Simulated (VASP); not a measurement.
A run of VASP 6.6.1:

Contents of INCAR:

```
ALGO = Normal
EDIFF = 1E-7
EDIFFG = -0.01
ENCUT = 600
GGA = PE
IBRION = 2
ISIF = 3
ISMEAR = 0
LASPH = True
LCHARG = False
LREAL = False
LWAVE = False
NELM = 60
NSW = 100
PREC = Accurate
SIGMA = 0.1
```

Contents of KPOINTS:

```
k-points
0
Gamma
  12 12 6
```

File POSCAR:

```
SiB4C
1.0
    2.9554674888      0.0000000000      0.0000000000
   -1.4777337444      2.5595099253      0.0000000000
    0.0000000000      0.0000000000      6.2508700376
Si B C
1 4 1
Direct
    0.0000000000      0.0000000000      0.5000000000
    0.3333333333      0.6666666667      0.7578810911
    0.3333333333      0.6666666667      0.2421189089
    0.6666666667      0.3333333333      0.7578810911
    0.6666666667      0.3333333333      0.2421189089
    0.0000000000      0.0000000000      0.0000000000
```

Potentials or basis: VASP PAW PBE potentials, release 64 (Si, B, C).

Launch:

```console
$ cat potpaw_PBE.64/Si/POTCAR potpaw_PBE.64/B/POTCAR potpaw_PBE.64/C/POTCAR > POTCAR
$ mpirun -np 1 vasp_std > vasp.out
```

Hardware: 1 thread of Intel(R) Xeon(R) Platinum 8259CL CPU @ 2.50GHz (Skylake/Cascade Lake), on a shared host.

Problem. How long does it take, and how much memory?

Solution. Run time: 2.5 min on 1 thread of Intel(R) Xeon(R) Platinum 8259CL CPU @ 2.50GHz (Skylake/Cascade Lake), on a shared host, peak memory 0.21 GiB. Counts: scf iterations 52, k points 76, ion steps 7.
